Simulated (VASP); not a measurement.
Al32O (a cell with a defect), 33 atoms in the cell. The cell holds a defect, 33 atoms: a = 8.100 Å, b = 8.100 Å, c = 8.100 Å, α = 90.00°, β = 90.00°, γ = 90.00°. 

```yaml
Program: VASP 6.6.1
Task: single point
Functional: PBE
Potentials_or_basis: VASP PAW PBE potentials, release 64 (Al, O)
Cutoff: 520 eV
k_mesh: 3 × 3 × 3
Occupations: gaussian, width 0.15 eV
Spin: no spin polarisation
Dipole_correction: no
Further_INCAR_settings: LREAL = Auto; ALGO = Normal; EDIFF = 1e-06; NBANDS = 73
```

Potentials or basis: VASP PAW PBE potentials, release 64 (Al, O).

Command:

```sh
$ cat potpaw_PBE.64/Al/POTCAR potpaw_PBE.64/O/POTCAR > POTCAR
$ mpirun -np 1 vasp_std > vasp.out
```

Hardware: 1 thread of Intel(R) Xeon(R) Platinum 8259CL CPU @ 2.50GHz (Skylake/Cascade Lake) (shared host).

**Question.** How long does it take, and how much memory?

**Answer.** Wall time 24 min on 1 thread of Intel(R) Xeon(R) Platinum 8259CL CPU @ 2.50GHz (Skylake/Cascade Lake), with other jobs on the host, peak memory 0.68 GiB. Counts: scf iterations 40, k points 14.
